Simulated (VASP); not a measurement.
Input of a VASP 6.6.1 run:

INCAR

```
  PREC = Accurate
  ENCUT = 600
  EDIFF = 1E-6
  ISMEAR = 0
  SIGMA = 0.1
  LREAL = False
  LASPH = True
  NELM = 80
  ALGO = Normal
  ISIF = 3
  LWAVE = False
  LCHARG = False
  GGA = PE
  IBRION = 2
  NSW = 100
  EDIFFG = -0.01
```

KPOINTS

```
regular mesh
0
Gamma
  12 12 6
```

The input POSCAR:

```
GaBiTe2Se
1.0
    5.3327854806      0.0000000000      0.0000000000
   -2.6663927403      4.6183276991      0.0000000000
    0.0000000000      0.0000000000      6.2955079161
Ga Bi Te Se
1 1 2 1
Direct
    0.3333333333      0.6666666667      0.5000000000
    0.6666666667      0.3333333333      0.0000000000
    0.6666666667      0.3333333333      0.5000000000
    0.3333333333      0.6666666667      0.0000000000
    0.0000000000      0.0000000000      0.5000000000
```

Potentials or basis: VASP PAW PBE potentials, release 64 (Ga_d, Bi_d, Te, Se).

Launch:

```sh
$ cat potpaw_PBE.64/Ga_d/POTCAR potpaw_PBE.64/Bi_d/POTCAR potpaw_PBE.64/Te/POTCAR potpaw_PBE.64/Se/POTCAR > POTCAR
$ mpirun -np 1 vasp_std > vasp.out
```

Q: Estimate the band gap on the k mesh.

A: Zero (bands 23 and 24 overlap by 1.49 eV).

Final structure:
```cif
data_structure
_symmetry_space_group_name_H-M 'P 1'
_symmetry_Int_Tables_number 1
_cell_length_a 5.3328
_cell_length_b 5.3328
_cell_length_c 6.2955
_cell_angle_alpha 90.000
_cell_angle_beta 90.000
_cell_angle_gamma 120.000
_cell_volume 155.05
loop_
_atom_site_label
_atom_site_type_symbol
_atom_site_fract_x
_atom_site_fract_y
_atom_site_fract_z
_atom_site_occupancy
Ga1 Ga 0.33333 0.66667 0.50000 1
Bi1 Bi 0.66667 0.33333 0.00000 1
Te1 Te 0.66667 0.33333 0.50000 1
Te2 Te 0.33333 0.66667 0.00000 1
Se1 Se 0.00000 0.00000 0.50000 1
```

Caveat: spin-orbit coupling is left out, which moves the levels of the heavy elements.
